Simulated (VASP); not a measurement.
# SiC (P6_3mc) in VASP: single point with HSE06

Aim: the single point of SiC with HSE06.

All numbers are computed with VASP 6.6.1; they aren't measurements. Logs are shortened: lines on timing, memory, paths and dates and some standing lists are left out, and cuts for length are marked.

### 1 The cell of the first run

Symmetry: P6_3mc, No. 186, hexagonal system. Conventional cell: a = 3.075 Å, b = 3.075 Å, c = 5.048 Å, α = 90.00°, β = 90.00°, γ = 120.00°. Si (site symmetry 3m) has 4 C at 1.88 to 1.90 Å within 2.5 Å. C (site symmetry 3m) has 4 Si at 1.88 to 1.90 Å within 2.5 Å.

### 2 Single point, HSE06

The input, POSCAR:

```
SiC
1.0
    3.0753564068      0.0000000000      0.0000000000
   -1.5376782034      2.6633367739      0.0000000000
    0.0000000000      0.0000000000      5.0481087035
Si C
2 2
Direct
    0.3333333333      0.6666666667      0.4995917768
    0.6666666667      0.3333333333      0.9995917768
    0.3333333333      0.6666666667      0.8754082232
    0.6666666667      0.3333333333      0.3754082232
```

The input, INCAR.step1:

```
SYSTEM = SiC
ALGO     = Normal         ! electronic algorithm
EDIFF    = 1E-5           ! SCF threshold, eV
ENCUT    = 520            ! plane-wave cutoff, eV
GGA      = PE             ! functional
ISIF     = 2              ! what is computed and relaxed
ISMEAR   = 0              ! smearing method
LASPH    = .TRUE.         ! aspherical terms in the spheres
LREAL    = .FALSE.        ! projectors in reciprocal space
LWAVE    = .TRUE.         ! write WAVECAR
NBANDS   = 16             ! bands
NELM     = 100            ! most SCF steps
PREC     = Accurate       ! precision mode
SIGMA    = 0.01           ! smearing width, eV
```

The input, INCAR.step2:

```
SYSTEM = SiC
ALGO     = Normal         ! electronic algorithm
EDIFF    = 1E-6           ! SCF threshold, eV
ENCUT    = 520            ! plane-wave cutoff, eV
GGA      = PE             ! functional
HFSCREEN = 0.2079         ! screening, 1/A
ISIF     = 2              ! what is computed and relaxed
ISMEAR   = 0              ! smearing method
ISTART   = 1            
LASPH    = .TRUE.         ! aspherical terms in the spheres
LCHARG   = .TRUE.         ! write CHGCAR
LELF     = .TRUE.         ! ELF
LHFCALC  = .TRUE.         ! exact exchange
LREAL    = .FALSE.        ! projectors in reciprocal space
LVHAR    = .TRUE.       
LWAVE    = .FALSE.        ! write WAVECAR
NBANDS   = 16             ! bands
NELM     = 100            ! most SCF steps
PREC     = Accurate       ! precision mode
PRECFOCK = Normal       
SIGMA    = 0.01           ! smearing width, eV
```

The input, KPOINTS:

```
k-points
0
G
  6 6 4
  0 0 0
```

Potentials or basis: VASP PAW PBE potentials, release 64 (Si, C).

The run is started by

```
> cat potpaw_PBE.64/Si/POTCAR potpaw_PBE.64/C/POTCAR > POTCAR
> cp INCAR.step1 INCAR
> mpirun -np 1 vasp_std > vasp.out
> cp INCAR.step2 INCAR
> mpirun -np 1 vasp_std > vasp.out
```

OUTCAR:

```text
SYSTEM = SiC
   EDIFF = 1E-6
   ENCUT = 520
   GGA = PE
   HFSCREEN = 0.2079
   ISIF = 2
   ISMEAR = 0
   ISTART = 1
   LASPH = .TRUE.
   LHFCALC = .TRUE.
   LREAL = .FALSE.
   NELM = 100
   PREC = Accurate
   PRECFOCK = Normal

 ion  position               nearest neighbor table
   1  0.333  0.667  0.500-   4 1.88   4 1.88   4 1.88   3 1.90   2 3.09   2 3.09   2 3.09   2 3.09
                             2 3.09   2 3.09
   2  0.667  0.333  1.000-   3 1.88   3 1.88   3 1.88   4 1.90   1 3.09   1 3.09   1 3.09   1 3.09
                             1 3.09   1 3.09
   3  0.333  0.667  0.875-   2 1.88   2 1.88   2 1.88   1 1.90
   4  0.667  0.333  0.375-   1 1.88   1 1.88   1 1.88   2 1.90

  LATTYP: Found a hexagonal cell.
 ALAT       =     3.0753564068
 C/A-ratio  =     1.6414711129

  Lattice vectors:

 A1 = (   3.0753564068,   0.0000000000,   0.0000000000)
 A2 = (  -1.5376782034,   2.6633367739,   0.0000000000)
 A3 = (   0.0000000000,   0.0000000000,   5.0481087035)

Analysis of symmetry for initial positions (statically):
=====================================================================
 Subroutine PRICEL returns:
 Original cell was already a primitive cell.

 Routine SETGRP: Setting up the symmetry group for a
 hexagonal supercell.

 Subroutine GETGRP returns: Found 12 space group operations
 (whereof  6 operations were pure point group operations)
 out of a pool of 24 trial point group operations.

The static configuration has the point symmetry C_3v.
 The point group associated with its full space group is C_6v.

Analysis of symmetry for dynamics (positions and initial velocities):
=====================================================================
 Subroutine PRICEL returns:
 Original cell was already a primitive cell.

 Routine SETGRP: Setting up the symmetry group for a
 hexagonal supercell.

 Subroutine GETGRP returns: Found 12 space group operations
 (whereof  6 operations were pure point group operations)
 out of a pool of 24 trial point group operations.

The dynamic configuration has the point symmetry C_3v.
 The point group associated with its full space group is C_6v.

 Subroutine INISYM returns: Found 12 space group operations
 (whereof  6 operations are pure point group operations),
 and found     1 'primitive' translations

----------------------------------------------------------------------------------------

                                     Primitive cell

  volume of cell :      41.3476

  direct lattice vectors                    reciprocal lattice vectors
     3.075356407  0.000000000  0.000000000     0.325165564  0.187734426  0.000000000
    -1.537678203  2.663336774  0.000000000     0.000000000  0.375468852  0.000000000
     0.000000000  0.000000000  5.048108703     0.000000000  0.000000000  0.198093991

  length of vectors
     3.075356407  3.075356407  5.048108703     0.375468852  0.375468852  0.198093991

  position of ions in fractional coordinates (direct lattice)
     0.333333333  0.666666667  0.499591777
     0.666666667  0.333333333  0.999591777
     0.333333333  0.666666667  0.875408223
     0.666666667  0.333333333  0.375408223

  ion indices of the primitive-cell ions
   primitive index   ion index
                 1           1
                 2           2
                 3           3
                 4           4

----------------------------------------------------------------------------------------

 KPOINTS: k-points

Automatic generation of k-mesh.
 Grid dimensions read from file:
 generate k-points for:    6    6    4

 Generating k-lattice:

  Cartesian coordinates                     Fractional coordinates (reciprocal lattice)
     0.054194261  0.031289071  0.000000000     0.166666667 -0.000000000  0.000000000
     0.000000000  0.062578142  0.000000000     0.000000000  0.166666667  0.000000000
     0.000000000  0.000000000  0.049523498     0.000000000  0.000000000  0.250000000

  Length of vectors
     0.062578142  0.062578142  0.049523498

  Shift w.r.t. Gamma in fractional coordinates (k-lattice)
     0.000000000  0.000000000  0.000000000

 Subroutine IBZKPT returns following result:
 ===========================================

 Found     21 irreducible k-points:

 Following reciprocal coordinates:
            Coordinates               Weight
  0.000000  0.000000  0.000000      1.000000
  0.166667  0.000000  0.000000      6.000000
  0.333333  0.000000  0.000000      6.000000
  0.500000  0.000000  0.000000      3.000000
  0.166667  0.166667  0.000000      6.000000
  0.333333  0.166667  0.000000     12.000000
[... 13 lines left out ...]
  0.333333  0.166667  0.500000     12.000000
  0.333333  0.333333  0.500000      2.000000
   k-points           NKPTS =     21   k-points in BZ     NKDIM =    144   number of bands    NBANDS=     16
   number of dos      NEDOS =    301   number of ions     NIONS =      4
   total plane-waves  NPLWV =  23040
   dimension x,y,z NGX =    24 NGY =   24 NGZ =   40
   dimension x,y,z NGXF=    48 NGYF=   48 NGZF=   80
   ions per type =               2   2
   NGX,Y,Z   is equivalent  to a cutoff of  12.97, 12.97, 13.17 a.u.
   NGXF,Y,Z  is equivalent  to a cutoff of  25.95, 25.95, 26.35 a.u.
 SYSTEM =  SiC
   PREC   = accura    normal or accurate (medium, high low for compatibility)
   ISTART =      1    job   : 0-new  1-cont  2-samecut
   ICHARG =      0    charge: 1-file 2-atom 10-const
   ISPIN  =      1    spin polarized calculation?
   LNONCOLLINEAR =      F non collinear calculations
   LSORBIT =      F    spin-orbit coupling
   LASPH  =      T    aspherical Exc in radial PAW
   ENCUT  =  520.0 eV  38.22 Ry    6.18 a.u.   5.72  5.72  9.39*2*pi/ulx,y,z
   NELM   =    100;   NELMIN=  2; NELMDL=  0     # of ELM steps
   EDIFF  = 0.1E-05   stopping-criterion for ELM
   LREAL  =      F    real-space projection
   EDIFFG = 0.1E-04   stopping-criterion for IOM
   NSW    =      0    number of steps for IOM
   IBRION =     -1    ionic relax: 0-MD 1-quasi-New 2-CG
   NFREE  =      0    steps in history (QN), initial steepest desc. (CG)
   ISIF   =      2    stress and relaxation
   ISYM   =      3    0-nonsym 1-usesym 2-fastsym
   POTIM  = 0.5000    time-step for ionic-motion
   TEBEG  =    0.0;   TEEND  =   0.0 temperature during run
   PSTRESS=    0.0 pullay stress
   NELECT =      16.0000    total number of electrons
   NUPDOWN=      -1.0000    fix difference up-down
   EMIN   =  10.00;   EMAX   =-10.00  energy-range for DOS
   EFERMI =   0.00;   METHOD = LEGACY
   ISMEAR =     0;   SIGMA  =   0.01  broadening in eV -4-tet -1-fermi 0-gaus
   EFERMI_NEDOS =   21; number of points for ismear=-14 and -15
   IALGO  =     38    algorithm
   IMIX   =      1    mixing-type and parameters
     AMIX     =   0.40;   BMIX     =  1.00
     AMIX_MAG =   1.60;   BMIX_MAG =  1.00
  volume/ion in A,a.u.               =      10.34        69.76
  Fermi-wavevector in a.u.,A,eV,Ry     =   1.192975  2.254396 19.363673  1.423190
  Thomas-Fermi vector in A             =   2.329001
   LORBIT       =      0    0 simple, 1 ext, 2 COOP (PROOUT), +10 PAW based schemes
   GGA     = PE    functional components
   LHFCALC =     T    Hartree Fock is set to
   PRECFOCK=normal    Normal, Fast or Accurate (Low or Medium for compatibility)
   ENCUT4O =  -1.0   cutoff for four orbital integrals eV
   NKREDX  =     1    reduce k-point grid by
   NKREDY  =     1    reduce k-point grid by
   NKREDZ  =     1    reduce k-point grid by
   AEXX    =    0.2500 exact exchange contribution
   HFSCREEN=    0.2079 screening length (either q_TF or 0.3 A-1)
   HFSCREENC=   0.2079 screening length for correlation (either q_TF or 0.3 A-1)
   ENCUTFOCK=  -1.0 apply spherical cutoff to Coloumb kernel
   IVDW    =     0    specifies the selected vdW correction
   LEPSILON=     F    determine dielectric tensor
   LRPA    =     F    only Hartree local field effects (RPA)
 non-spin polarized calculation
 Gauss-broadening in eV      SIGMA  =   0.01
  energy-cutoff  :      520.00
  volume of cell :       41.35
 maximum number of plane-waves:      1124
 NGX is ok and might be reduce to    24
  NGX = 18; NGY = 18; NGZ = 30

 number of electron      16.0000000 magnetization

 Free energy of the ion-electron system (eV)
  ---------------------------------------------------
  ext. energy  EPLUGINS =         0.00000000
  ---------------------------------------------------
  free energy    TOTEN  =       -34.83016338 eV

  energy without entropy =      -34.83016338  energy(sigma->0) =      -34.83016338

 E-fermi :   7.7955     XC(G=0):  -9.3520

 val. band max:        7.6703228810   @ k =   0.0000   0.0000   0.0000
 cond. band min:      10.8329611451   @ k =   0.3333   0.3333   0.0000
 fundamental gap:      3.1626382641
 Fermi energy:         7.7955486657

 k-point     1 :       0.0000    0.0000    0.0000
  band No.  band energies     occupation
      1      -9.5067      2.00000
      2      -5.6589      2.00000
      3      -1.8679      2.00000
      4       6.2092      2.00000
      5       6.2092      2.00000
      6       7.5529      2.00000
[... 8 lines left out ...]
     15      18.0298      0.00000
     16      20.6741      0.00000

 k-point     2 :       0.1667    0.0000    0.0000
  band No.  band energies     occupation
      1      -8.9860      2.00000
      2      -5.2223      2.00000
      3      -1.3854      2.00000
      4       3.8635      2.00000
      5       5.4625      2.00000
      6       5.9456      2.00000
[... 8 lines left out ...]
     15      18.5731      0.00000
     16      19.0187      0.00000

 k-point     3 :       0.3333    0.0000    0.0000
  band No.  band energies     occupation
      1      -7.4987      2.00000
      2      -4.1959      2.00000
      3      -0.4774      2.00000
      4       0.8765      2.00000
      5       2.8540      2.00000
      6       4.4220      2.00000
[... 8 lines left out ...]
     15      20.1193      0.00000
     16      21.4826      0.00000
[... 305 lines left out ...]
 k-point    20 :       0.3333    0.1667    0.5000
  band No.  band energies     occupation
      1      -5.1498      2.00000
      2      -5.1498      2.00000
      3      -0.5620      2.00000
      4      -0.5620      2.00000
      5       3.2095      2.00000
      6       3.2095      2.00000
[... 8 lines left out ...]
     15      21.0124      0.00000
     16      21.0124      0.00000

 k-point    21 :       0.3333    0.3333    0.5000
  band No.  band energies     occupation
      1      -4.3389      2.00000
      2      -4.3389      2.00000
      3      -0.8190      2.00000
      4      -0.8190      2.00000
      5       1.5280      2.00000
      6       1.5280      2.00000
[... 8 lines left out ...]
     15      20.7026      0.00000
     16      20.7026      0.00000

------------------------ aborting loop because EDIFF is reached ----------------------------------------

  FORCE on cell =-STRESS in cart. coord.  units (eV):
  Direction    XX          YY          ZZ          XY          YZ          ZX
  --------------------------------------------------------------------------------------
  -------------------------------------------------------------------------------------
  Total       -0.3627840     -0.3627840     -0.4792681      0.0000000      0.0000000      0.0000000
  in kB      -14.0575106    -14.0575106    -18.5711520      0.0000000      0.0000000      0.0000000
  external PRESSURE =     -15.5620577 kB  Pullay stress =       0.0000000 kB

 VOLUME and BASIS-vectors are now :
 -----------------------------------------------------------------------------
  energy-cutoff  :      520.00
  volume of cell :       41.35
      direct lattice vectors                 reciprocal lattice vectors
     3.075356407  0.000000000  0.000000000     0.325165564  0.187734426  0.000000000
    -1.537678203  2.663336774  0.000000000     0.000000000  0.375468852  0.000000000
     0.000000000  0.000000000  5.048108703     0.000000000  0.000000000  0.198093991

 POSITION                                       TOTAL-FORCE (eV/Angst)
 -----------------------------------------------------------------------------------
     -0.00000      1.77556      2.52199        -0.000000     -0.000000     -0.017942
      1.53768      0.88778      5.04605         0.000000      0.000000     -0.017942
     -0.00000      1.77556      4.41916         0.000000     -0.000000      0.017942
      1.53768      0.88778      1.89510        -0.000000      0.000000      0.017942
 -----------------------------------------------------------------------------------
    total drift:                               -0.000000     -0.000000     -0.000084

  FREE ENERGIE OF THE ION-ELECTRON SYSTEM (eV)
  ---------------------------------------------------
  free  energy   TOTEN  =       -34.8301633758 eV

  energy  without entropy=      -34.8301633758  energy(sigma->0) =      -34.83016338
```

Run time: 13 min. Hardware: 1 thread of Intel Xeon 6975P-C (Granite Rapids), shared host; peak memory 0.26 GiB.

What came out:

```yaml
Free_energy: -34.8302 eV
Pressure: -1.6 GPa
Largest_force: 0.018 eV/Å
Band_gap_on_the_k_mesh: 3.16 eV (least direct gap 5.06 eV)
```

Forces in eV/Å, atoms in the order of the input:
```
Si   0.000  0.000 -0.018
Si   0.000  0.000 -0.018
C    0.000  0.000  0.018
C    0.000  0.000  0.018
```

Stress tensor (GPa, compression positive):
```
-1.41  0.00  0.00
 0.00 -1.41  0.00
 0.00  0.00 -1.86
```

Levels at points of the mesh, in eV from the valence-band top:
| k point | band 4 | band 5 | band 6 | band 7 | band 8 | band 9 | band 10 | band 11 | band 12 | band 13 |
| --- | --- | --- | --- | --- | --- | --- | --- | --- | --- | --- |
| (0.00, 0.00, 0.00) | -1.46 | -1.46 | -0.12 | 0.00 | 0.00 | 5.97 | 7.48 | 7.89 | 7.89 | 9.07 |
| (0.50, 0.00, 0.00) | -6.92 | -5.94 | -3.66 | -3.52 | -1.33 | 3.74 | 5.26 | 8.12 | 8.36 | 11.54 |
| (0.00, 0.00, 0.50) | -4.87 | -0.79 | -0.79 | -0.79 | -0.79 | 7.12 | 7.12 | 8.62 | 8.62 | 8.62 |
| (0.50, 0.00, 0.50) | -9.06 | -2.69 | -2.69 | -2.55 | -2.55 | 4.28 | 4.28 | 6.37 | 6.37 | 11.88 |

Caveat: the PAW data sets were made with another functional, which shifts forces and pressure a little.
